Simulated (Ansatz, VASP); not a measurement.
**SiC in VASP and in Ansatz**

```
Si C
1.0
     3.09500    0.00000    0.00000
    -1.54750    2.68035    0.00000
     0.00000    0.00000   15.17000
Si C
6 6
Direct
  0.66667 0.33333 0.45830
  0.33333 0.66667 0.95830
  0.66667 0.33333 0.79170
  0.33333 0.66667 0.29170
  0.00000 0.00000 0.62500
  0.00000 0.00000 0.12500
  0.66667 0.33333 0.33330
  0.33333 0.66667 0.83330
  0.66667 0.33333 0.66670
  0.33333 0.66667 0.16670
  0.00000 0.00000 0.50000
  0.00000 0.00000 0.00000
```

Alike in both runs: task single point; functional PBE; k mesh 10 × 10 × 2; occupations gaussian, width 0.015 eV; no spin polarisation.

```csv
,VASP,Ansatz
version,VASP 6.6.1,Ansatz 0.2.0
potentials or method,"VASP PAW PBE potentials, release 64 (Si, C)",Ansatz PAW
plane-wave cutoff (eV),520,420
valence electrons in the cell,48,48
```

```csv
,VASP,Ansatz,Ansatz less VASP
gap on the k mesh at the Fermi level (eV),2.02,2.02,+0.002
least direct gap on the mesh (eV),3.12,3.12,+0.002
pressure (GPa),0.2,0.2,+0.05
"traceless stress, the component that is largest in VASP (GPa)",0.51,0.51,-0.005
rms of the force components (eV/Å),0.039,0.039,0.0000
```

Atom by atom the forces differ by 0.000 eV/Å (rms over components). The functional is the same, so the differences come from potentials, cutoffs and numerics.
